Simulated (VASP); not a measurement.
The system is MgS (Niningerite).

```
CELL_PARAMETERS angstrom
0.00000 2.60165 2.60165
2.60165 0.00000 2.60165
2.60165 2.60165 0.00000
ATOMIC_POSITIONS crystal
S 0.50000 0.50000 0.50000
Mg 0.00000 0.00000 0.00000
```

| Quantity | Value |
| --- | --- |
| Program | VASP 6.6.1 |
| Task | relaxation of cell and atoms |
| Functional | RPBE |
| Dispersion | D4 |
| Potentials or basis | VASP PAW PBE potentials, release 64 (S, Mg) |
| Cutoff | 600 eV |
| k mesh | 9 × 9 × 9 |
| Occupations | fermi-dirac, width 0.05 eV |
| Spin | no spin polarisation |

At the start: pressure -2.8 GPa; volume 17.61 Å³/atom.

**Question.** Where does the relaxation end?

**Answer.** Over 3 steps the energy falls by 5.9 meV/atom and the volume is 16.96 Å³/atom (-3.7 %); space group Fm-3m (No. 225, to 0.05 Å).

The path:
| step | energy change (eV) | largest force (eV/Å) | pressure (GPa) | volume (Å³) |
| --- | --- | --- | --- | --- |
| 1 | 0.0000 | 0.0000 | -2.84 | 35.22 |
| 2 | -0.0113 | 0.0000 | 0.69 | 33.65 |
| 3 | -0.0119 | 0.0000 | 0.01 | 33.93 |

Final structure:
```
S Mg
1.0
     0.00000    2.56940    2.56940
     2.56940    0.00000    2.56940
     2.56940    2.56940    0.00000
S Mg
1 1
Direct
  0.50000 0.50000 0.50000
  0.00000 0.00000 0.00000
```

Caveat: the PAW data sets were made with another functional, which shifts forces and pressure a little.
